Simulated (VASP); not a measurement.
# GaN (P6_3mc) in VASP: notebook, part 2 of 3

VASP 6.6.1. The steps go on from the part before.

### 4 Single point, PBE (strained)

The input, INCAR:

```
SYSTEM = GaN
ALGO = Normal
EDIFF = 1E-7
ENCUT = 520
GGA = PE
ISIF = 2
ISMEAR = 0
LASPH = .TRUE.
LCHARG = .FALSE.
LREAL = .FALSE.
LWAVE = .FALSE.
NBANDS = 26
NELM = 100
PREC = Accurate
SIGMA = 0.02
```

The input, KPOINTS:

```
k-points
0
G
  12 12 6
  0 0 0
```

The input, POSCAR:

```
GaN
1.0
    3.2986136478      0.0000000000      0.0000000000
   -1.6493068239      2.8566832163      0.0000000000
    0.0000000000      0.0000000000      5.0487318000
Ga N
2 2
Direct
    0.3333333333      0.6666666667      0.0116144019
    0.6666666667      0.3333333333      0.5116144019
    0.3333333333      0.6666666667      0.3633855981
    0.6666666667      0.3333333333      0.8633855981
```

Potentials or basis: VASP PAW PBE potentials, release 64 (Ga_d, N).

On the command line:

```bash
$ cat potpaw_PBE.64/Ga_d/POTCAR potpaw_PBE.64/N/POTCAR > POTCAR
$ mpirun -np 1 vasp_std > vasp.out
```

OUTCAR:

```text
SYSTEM = GaN
   EDIFF = 1E-7
   ENCUT = 520
   GGA = PE
   ISIF = 2
   ISMEAR = 0
   LASPH = .TRUE.
   LREAL = .FALSE.
   NELM = 100
   PREC = Accurate

 ion  position               nearest neighbor table
   1  0.333  0.667  0.012-   3 1.78   4 2.05   4 2.05   4 2.05
   2  0.667  0.333  0.512-   4 1.78   3 2.05   3 2.05   3 2.05
   3  0.333  0.667  0.363-   1 1.78   2 2.05   2 2.05   2 2.05
   4  0.667  0.333  0.863-   2 1.78   1 2.05   1 2.05   1 2.05

  LATTYP: Found a hexagonal cell.
 ALAT       =     3.2986136478
 C/A-ratio  =     1.5305617266

  Lattice vectors:

 A1 = (   3.2986136478,   0.0000000000,   0.0000000000)
 A2 = (  -1.6493068239,   2.8566832163,   0.0000000000)
 A3 = (   0.0000000000,   0.0000000000,   5.0487318000)

Analysis of symmetry for initial positions (statically):
=====================================================================
 Subroutine PRICEL returns:
 Original cell was already a primitive cell.

 Routine SETGRP: Setting up the symmetry group for a
 hexagonal supercell.

 Subroutine GETGRP returns: Found 12 space group operations
 (whereof  6 operations were pure point group operations)
 out of a pool of 24 trial point group operations.

The static configuration has the point symmetry C_3v.
 The point group associated with its full space group is C_6v.

Analysis of symmetry for dynamics (positions and initial velocities):
=====================================================================
 Subroutine PRICEL returns:
 Original cell was already a primitive cell.

 Routine SETGRP: Setting up the symmetry group for a
 hexagonal supercell.

 Subroutine GETGRP returns: Found 12 space group operations
 (whereof  6 operations were pure point group operations)
 out of a pool of 24 trial point group operations.

The dynamic configuration has the point symmetry C_3v.
 The point group associated with its full space group is C_6v.

 Subroutine INISYM returns: Found 12 space group operations
 (whereof  6 operations are pure point group operations),
 and found     1 'primitive' translations

----------------------------------------------------------------------------------------

                                     Primitive cell

  volume of cell :      47.5747

  direct lattice vectors                    reciprocal lattice vectors
     3.298613648  0.000000000  0.000000000     0.303157662  0.175028158  0.000000000
    -1.649306824  2.856683216  0.000000000     0.000000000  0.350056315  0.000000000
     0.000000000  0.000000000  5.048731800     0.000000000  0.000000000  0.198069543

  length of vectors
     3.298613648  3.298613648  5.048731800     0.350056315  0.350056315  0.198069543

  position of ions in fractional coordinates (direct lattice)
     0.333333333  0.666666667  0.011614402
     0.666666667  0.333333333  0.511614402
     0.333333333  0.666666667  0.363385598
     0.666666667  0.333333333  0.863385598

  ion indices of the primitive-cell ions
   primitive index   ion index
                 1           1
                 2           2
                 3           3
                 4           4

----------------------------------------------------------------------------------------

 KPOINTS: k-points

Automatic generation of k-mesh.
 Grid dimensions read from file:
 generate k-points for:   12   12    6

 Generating k-lattice:

  Cartesian coordinates                     Fractional coordinates (reciprocal lattice)
     0.025263138  0.014585680  0.000000000     0.083333333 -0.000000000  0.000000000
     0.000000000  0.029171360  0.000000000     0.000000000  0.083333333  0.000000000
     0.000000000  0.000000000  0.033011590     0.000000000  0.000000000  0.166666667

  Length of vectors
     0.029171360  0.029171360  0.033011590

  Shift w.r.t. Gamma in fractional coordinates (k-lattice)
     0.000000000  0.000000000  0.000000000

 Subroutine IBZKPT returns following result:
 ===========================================

 Found     76 irreducible k-points:

 Following reciprocal coordinates:
            Coordinates               Weight
  0.000000  0.000000  0.000000      1.000000
  0.083333  0.000000  0.000000      6.000000
  0.166667  0.000000  0.000000      6.000000
  0.250000  0.000000  0.000000      6.000000
  0.333333  0.000000  0.000000      6.000000
  0.416667  0.000000  0.000000      6.000000
[... 16 lines left out ...]
  0.250000  0.000000  0.166667     12.000000
  0.333333  0.000000  0.166667     12.000000
 [... further k-points ...]
   k-points           NKPTS =     76   k-points in BZ     NKDIM =     76   number of bands    NBANDS=     26
   number of dos      NEDOS =    301   number of ions     NIONS =      4
   total plane-waves  NPLWV =  31360
   dimension x,y,z NGX =    28 NGY =   28 NGZ =   40
   dimension x,y,z NGXF=    56 NGYF=   56 NGZF=   80
   ions per type =               2   2
   NGX,Y,Z   is equivalent  to a cutoff of  14.11, 14.11, 13.17 a.u.
   NGXF,Y,Z  is equivalent  to a cutoff of  28.22, 28.22, 26.34 a.u.
 SYSTEM =  GaN
   PREC   = accura    normal or accurate (medium, high low for compatibility)
   ISTART =      0    job   : 0-new  1-cont  2-samecut
   ICHARG =      2    charge: 1-file 2-atom 10-const
   ISPIN  =      1    spin polarized calculation?
   LNONCOLLINEAR =      F non collinear calculations
   LSORBIT =      F    spin-orbit coupling
   LASPH  =      T    aspherical Exc in radial PAW
   ENCUT  =  520.0 eV  38.22 Ry    6.18 a.u.   6.13  6.13  9.39*2*pi/ulx,y,z
   NELM   =    100;   NELMIN=  2; NELMDL= -5     # of ELM steps
   EDIFF  = 0.1E-06   stopping-criterion for ELM
   LREAL  =      F    real-space projection
   EDIFFG = 0.1E-05   stopping-criterion for IOM
   NSW    =      0    number of steps for IOM
   IBRION =     -1    ionic relax: 0-MD 1-quasi-New 2-CG
   NFREE  =      0    steps in history (QN), initial steepest desc. (CG)
   ISIF   =      2    stress and relaxation
   ISYM   =      2    0-nonsym 1-usesym 2-fastsym
   POTIM  = 0.5000    time-step for ionic-motion
   TEBEG  =    0.0;   TEEND  =   0.0 temperature during run
   PSTRESS=    0.0 pullay stress
   NELECT =      36.0000    total number of electrons
   NUPDOWN=      -1.0000    fix difference up-down
   EMIN   =  10.00;   EMAX   =-10.00  energy-range for DOS
   EFERMI =   0.00;   METHOD = LEGACY
   ISMEAR =     0;   SIGMA  =   0.02  broadening in eV -4-tet -1-fermi 0-gaus
   EFERMI_NEDOS =   21; number of points for ismear=-14 and -15
   IALGO  =     38    algorithm
   IMIX   =      4    mixing-type and parameters
     AMIX     =   0.40;   BMIX     =  1.00
     AMIX_MAG =   1.60;   BMIX_MAG =  1.00
  volume/ion in A,a.u.               =      11.89        80.26
  Fermi-wavevector in a.u.,A,eV,Ry     =   1.491822  2.819135 30.280219  2.225533
  Thomas-Fermi vector in A             =   2.604428
   LORBIT       =      0    0 simple, 1 ext, 2 COOP (PROOUT), +10 PAW based schemes
   GGA     = PE    functional components
   LHFCALC =     F    Hartree Fock is set to
   AEXX    =    0.0000 exact exchange contribution
   IVDW    =     0    specifies the selected vdW correction
   LEPSILON=     F    determine dielectric tensor
   LRPA    =     F    only Hartree local field effects (RPA)
 non-spin polarized calculation
 Gauss-broadening in eV      SIGMA  =   0.02
  energy-cutoff  :      520.00
  volume of cell :       47.57
 maximum number of plane-waves:      1294
 NGX is ok and might be reduce to    28
   NGX = 13   NGY = 13   NGZ = 19

 number of electron      36.0000005 magnetization

 Free energy of the ion-electron system (eV)
  ---------------------------------------------------
  ext. energy  EPLUGINS =         0.00000000
  ---------------------------------------------------
  free energy    TOTEN  =       -23.73608023 eV

  energy without entropy =      -23.73608023  energy(sigma->0) =      -23.73608023

 E-fermi :   5.0373     XC(G=0): -11.4388

 val. band max:        4.9392418383   @ k =   0.0000   0.0000   0.0000
 cond. band min:       6.5500605844   @ k =   0.0000   0.0000   0.0000
 fundamental gap:      1.6108187461
 Fermi energy:         5.0372764692

 k-point     1 :       0.0000    0.0000    0.0000
  band No.  band energies     occupation
      1     -10.9596      2.00000
      2     -10.0921      2.00000
      3      -8.5323      2.00000
      4      -8.5301      2.00000
      5      -8.5301      2.00000
      6      -8.4503      2.00000
[... 685 lines left out ...]
     25      16.3820      0.00000
     26      17.3035      0.00000

 [... further k-points ...]

------------------------ aborting loop because EDIFF is reached ----------------------------------------

  FORCE on cell =-STRESS in cart. coord.  units (eV):
  Direction    XX          YY          ZZ          XY          YZ          ZX
  --------------------------------------------------------------------------------------
  -------------------------------------------------------------------------------------
  Total       -3.1854854     -3.1854854     10.1580106     -0.0000000      0.0000000     -0.0000000
  in kB     -107.2779240   -107.2779240    342.0923854     -0.0000000      0.0000000     -0.0000000
  external PRESSURE =      42.5121791 kB  Pullay stress =       0.0000000 kB

 VOLUME and BASIS-vectors are now :
 -----------------------------------------------------------------------------
  energy-cutoff  :      520.00
  volume of cell :       47.57
      direct lattice vectors                 reciprocal lattice vectors
     3.298613648  0.000000000  0.000000000     0.303157662  0.175028158  0.000000000
    -1.649306824  2.856683216  0.000000000     0.000000000  0.350056315  0.000000000
     0.000000000  0.000000000  5.048731800     0.000000000  0.000000000  0.198069543

 POSITION                                       TOTAL-FORCE (eV/Angst)
 -----------------------------------------------------------------------------------
     -0.00000      1.90446      0.05864        -0.000000     -0.000000     -3.184917
      1.64931      0.95223      2.58300         0.000000      0.000000     -3.184917
     -0.00000      1.90446      1.83464        -0.000000      0.000000      3.184917
      1.64931      0.95223      4.35900        -0.000000     -0.000000      3.184917
 -----------------------------------------------------------------------------------
    total drift:                               -0.000000      0.000000      0.000026

  FREE ENERGIE OF THE ION-ELECTRON SYSTEM (eV)
  ---------------------------------------------------
  free  energy   TOTEN  =       -23.7360802273 eV

  energy  without entropy=      -23.7360802273  energy(sigma->0) =      -23.73608023
```

Run time: 60 s. Hardware: 1 thread of Intel Xeon 6975P-C (Granite Rapids), shared host; peak memory 0.22 GiB.

What came out:

```yaml
Free_energy: -23.7361 eV
Pressure: 4.3 GPa
Largest_force: 3.185 eV/Å
Band_gap_on_the_k_mesh: 1.61 eV, direct
```

Forces on the atoms (eV/Å):
```
Ga   0.000  0.000 -3.185
Ga   0.000  0.000 -3.185
N    0.000  0.000  3.185
N    0.000  0.000  3.185
```

Stress tensor (GPa, compression positive):
```
-10.73   0.00   0.00
  0.00 -10.73   0.00
  0.00   0.00  34.21
```

Caveat: the cell differs from its parent crystal (strained); forces of over 1 eV/Å act on the atoms, so gaps and moduli don't describe the material at rest.

[end of part 2 of 3]
